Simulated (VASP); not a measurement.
# KCl (Fm-3m) in VASP: a series of runs, part 3 of 3

VASP 6.6.1.

### 5 Phonons, r2SCAN

This run uses another cell than the first one, of 36.28 Å³/atom, 1.347 times its volume.

File INCAR:

```
SYSTEM = KCl
ALGO = Normal
EDIFF = 1E-8
ENCUT = 520
IBRION = 6
ISIF = 2
ISMEAR = 0
LASPH = .True.
LCHARG = .False.
LMIXTAU = .True.
LREAL = .False.
LWAVE = .False.
METAGGA = R2SCAN
NBANDS = 15
NELM = 100
NFREE = 2
NSW = 1
POTIM = 0.015
PREC = Accurate
SIGMA = 0.01
```

File KPOINTS:

```
k-points
0
Gamma
  6 6 6
  0 0 0
```

File POSCAR:

```
KCl
1.0
    3.3104486300      3.3104486300      0.0000000000
   -3.3104486300      3.3104486300      0.0000000000
    0.0000000000      3.3104486300      3.3104486300
K Cl
1 1
Direct
    0.0000000000      0.0000000000      0.0000000000
    0.5000000000      0.5000000000      0.0000000000
```

Potentials or basis: VASP PAW PBE potentials, release 64 (K_sv, Cl).

The run is started by

```console
$ cat potpaw_PBE.64/K_sv/POTCAR potpaw_PBE.64/Cl/POTCAR > POTCAR
$ mpirun -np 1 vasp_std > vasp.out
```

OUTCAR:

```text
SYSTEM = KCl
   EDIFF = 1E-8
   ENCUT = 520
   IBRION = 6
   ISIF = 2
   ISMEAR = 0
   LASPH = .True.
   LREAL = .False.
   METAGGA = R2SCAN
   NELM = 100
   NFREE = 2
   NSW = 1
   POTIM = 0.015
   PREC = Accurate

 ion  position               nearest neighbor table
   1  0.000  0.000  0.000-
   2  0.500  0.500  0.000-

  LATTYP: Found a face centered cubic cell.
 ALAT       =     6.6208972600

  Lattice vectors:

 A1 = (   0.0000000000,   3.3104486300,   3.3104486300)
 A2 = (   3.3104486300,   0.0000000000,   3.3104486300)
 A3 = (   3.3104486300,   3.3104486300,   0.0000000000)

Analysis of symmetry for initial positions (statically):
=====================================================================
 Subroutine PRICEL returns:
 Original cell was already a primitive cell.

 Routine SETGRP: Setting up the symmetry group for a
 face centered cubic supercell.

 Subroutine GETGRP returns: Found 48 space group operations
 (whereof 48 operations were pure point group operations)
 out of a pool of 48 trial point group operations.

The static configuration has the point symmetry O_h .

Analysis of symmetry for dynamics (positions and initial velocities):
=====================================================================
 Subroutine PRICEL returns:
 Original cell was already a primitive cell.

 Routine SETGRP: Setting up the symmetry group for a
 face centered cubic supercell.

 Subroutine GETGRP returns: Found 48 space group operations
 (whereof 48 operations were pure point group operations)
 out of a pool of 48 trial point group operations.

The dynamic configuration has the point symmetry O_h .

 Subroutine INISYM returns: Found 48 space group operations
 (whereof 48 operations are pure point group operations),
 and found     1 'primitive' translations

----------------------------------------------------------------------------------------

                                     Primitive cell

  volume of cell :      72.5589

  direct lattice vectors                    reciprocal lattice vectors
     3.310448630  3.310448630  0.000000000     0.151036931  0.151036931 -0.151036931
    -3.310448630  3.310448630  0.000000000    -0.151036931  0.151036931 -0.151036931
     0.000000000  3.310448630  3.310448630     0.000000000  0.000000000  0.302073861

  length of vectors
     4.681681350  4.681681350  4.681681350     0.261603638  0.261603638  0.302073861

  position of ions in fractional coordinates (direct lattice)
     0.000000000  0.000000000  0.000000000
     0.500000000  0.500000000  0.000000000

  ion indices of the primitive-cell ions
[... 95 lines left out ...]
   LEPSILON=     F    determine dielectric tensor
   LRPA    =     F    only Hartree local field effects (RPA)
 finite differences with symmetry
 non-spin polarized calculation
 Gauss-broadening in eV      SIGMA  =   0.01
  energy-cutoff  :      520.00
  volume of cell :       72.56
 maximum number of plane-waves:      1980
   NGX = 17   NGY = 17   NGZ = 17

--------------------------------------- Ionic step        1  -------------------------------------------

 number of electron      16.0000000 magnetization

 Free energy of the ion-electron system (eV)
  ---------------------------------------------------
  ext. energy  EPLUGINS =         0.00000000
  ---------------------------------------------------
  free energy    TOTEN  =       -16.43335655 eV

  energy without entropy =      -16.43335655  energy(sigma->0) =      -16.43335655

------------------------ aborting loop because EDIFF is reached ----------------------------------------

  FORCE on cell =-STRESS in cart. coord.  units (eV):
  Direction    XX          YY          ZZ          XY          YZ          ZX
  --------------------------------------------------------------------------------------
  -------------------------------------------------------------------------------------
  Total       -0.9253371     -0.9253371     -0.9253371      0.0000000      0.0000000      0.0000000
  in kB      -20.4324303    -20.4324303    -20.4324303      0.0000000      0.0000000      0.0000000
  external PRESSURE =     -20.4324303 kB  Pullay stress =       0.0000000 kB
[... 131 lines left out ...]
--------------------------------------- Ionic step        5  -------------------------------------------

 number of electron      16.0000000 magnetization

 Free energy of the ion-electron system (eV)
  ---------------------------------------------------
  ext. energy  EPLUGINS =         0.00000000
  ---------------------------------------------------
  free energy    TOTEN  =       -16.43327789 eV

  energy without entropy =      -16.43327789  energy(sigma->0) =      -16.43327789

 E-fermi :  -2.7297     XC(G=0):  -7.2873

 val. band max:       -2.7923234912   @ k =   0.0000   0.0000   0.0000
 cond. band min:       2.5455926428   @ k =   0.0000   0.0000   0.0000
 fundamental gap:      5.3379161340
 Fermi energy:        -2.7296848937

 k-point     1 :       0.0000    0.0000    0.0000
  band No.  band energies     occupation
      1     -31.4672      2.00000
      2     -15.3117      2.00000
      3     -14.1526      2.00000
      4     -14.1526      2.00000
      5     -14.1525      2.00000
      6      -2.7923      2.00000
      7      -2.7923      2.00000
      8      -2.7923      2.00000
      9       2.5456      0.00000
     10       6.1358      0.00000
     11       6.1359      0.00000
     12       6.1359      0.00000
     13       7.0923      0.00000
     14       7.0927      0.00000
[... 401 lines left out ...]
      2     -15.3093      2.00000
      3     -14.1747      2.00000
      4     -14.1746      2.00000
      5     -14.1402      2.00000
      6      -3.3477      2.00000
      7      -2.9439      2.00000
      8      -2.9438      2.00000
      9       4.6332      0.00000
     10       4.6392      0.00000
     11       7.7367      0.00000
     12       7.8363      0.00000
     13       8.2377      0.00000
     14       8.2394      0.00000
     15       9.1223      0.00000

 [... further k-points ...]
[... 5 lines left out ...]
  --------------------------------------------------------------------------------------
  -------------------------------------------------------------------------------------
  Total       -0.9240400     -0.9254333     -0.9254333      0.0000000     -0.0000000     -0.0000000
  in kB      -20.4037884    -20.4345544    -20.4345544      0.0000000     -0.0000000     -0.0000000
  external PRESSURE =     -20.4242991 kB  Pullay stress =       0.0000000 kB
[... 17 lines left out ...]
  FREE ENERGIE OF THE ION-ELECTRON SYSTEM (eV)
  ---------------------------------------------------
  free  energy   TOTEN  =       -16.4332778856 eV

  energy  without entropy=      -16.4332778856  energy(sigma->0) =      -16.43327789

 INTERNAL STRAIN TENSORS FROM DISPLACED ATOMS
 ============================================

 INTERNAL STRAIN TENSOR FOR ION    1 for displacements in x,y,z  (eV/Angst):
          X           Y           Z          XY          YZ          ZX
  --------------------------------------------------------------------------------
  x     0.00000     0.00000     0.00000     0.00000     0.00000     0.00000
  y     0.00000     0.00000     0.00000     0.00000     0.00000     0.00000
  z     0.00000     0.00000     0.00000     0.00000     0.00000     0.00000

 INTERNAL STRAIN TENSOR FOR ION    2 for displacements in x,y,z  (eV/Angst):
          X           Y           Z          XY          YZ          ZX
  --------------------------------------------------------------------------------
  x     0.00000     0.00000     0.00000     0.00000     0.00000     0.00000
  y     0.00000     0.00000     0.00000     0.00000     0.00000     0.00000
  z     0.00000     0.00000     0.00000     0.00000     0.00000     0.00000

 Eigenvectors and eigenvalues of the dynamical matrix
 ----------------------------------------------------

   1 f  =    2.907985 THz    18.271407 2PiTHz   96.999928 cm-1    12.026453 meV
             X         Y         Z           dx          dy          dz
      0.000000  0.000000  0.000000     0.000000   -0.680827    0.000000
      0.000000  3.310449  0.000000     0.000000    0.732444    0.000000
[... 21 lines left out ...]
   6 f/i=    0.035045 THz     0.220192 2PiTHz    1.168964 cm-1     0.144933 meV
             X         Y         Z           dx          dy          dz
      0.000000  0.000000  0.000000     0.000000    0.000000    0.732444
      0.000000  3.310449  0.000000    -0.000000    0.000000    0.680827

 ELASTIC MODULI CONTR FROM IONIC RELAXATION (kBar)
 Direction    XX          YY          ZZ          XY          YZ          ZX
 --------------------------------------------------------------------------------
 XX           0.0000      0.0000      0.0000      0.0000      0.0000      0.0000
 YY           0.0000      0.0000      0.0000      0.0000      0.0000      0.0000
 ZZ           0.0000      0.0000      0.0000      0.0000      0.0000      0.0000
 XY           0.0000      0.0000      0.0000      0.0000      0.0000      0.0000
 YZ           0.0000      0.0000      0.0000      0.0000      0.0000      0.0000
 ZX           0.0000      0.0000      0.0000      0.0000      0.0000      0.0000
 --------------------------------------------------------------------------------
```

stdout:

```text
POSCAR found type information on POSCAR K Cl
 POSCAR found :  2 types and       2 ions
 scaLAPACK will be used
 -----------------------------------------------------------------------------
|                                                                             |
|                                                                             |
|     You enforced a specific xc type in the INCAR file but a different       |
|     I HOPE YOU KNOW WHAT YOU ARE DOING!                                     |
|                                                                             |
 -----------------------------------------------------------------------------

 LDA part: xc-table for (None), standard interpolation
 POSCAR, INCAR and KPOINTS ok, starting setup
 FFT: planning ... GRIDC
 FFT: planning ... GRID_SOFT
 FFT: planning ... GRID
 WAVECAR not read
 entering main loop
 Found     2 degrees of freedom:
 Finite differences POTIM= 0.01500 DOF=   2
 bond charge predicted
 Finite differences progress:
 bond charge predicted
 Finite differences progress:
 bond charge predicted
 Finite differences progress:
 bond charge predicted
 Finite differences progress:
```

It took 4 min on 1 thread of Intel Xeon 6975P-C (Granite Rapids), shared host; peak memory 0.25 GiB.

Results:

* Highest phonon frequency at Γ, LO-TO splitting left out: 97 cm⁻¹

Phonon frequencies in cm⁻¹ (negative: imaginary):
| q point | frequencies |
| --- | --- |
| (0.000, 0.000, 0.000) | -1 -1 -1 97 97 97 |

Caveat: the cell wasn't relaxed at this level first, which shifts response properties; the PAW data sets were made with another functional, which shifts forces and pressure a little.
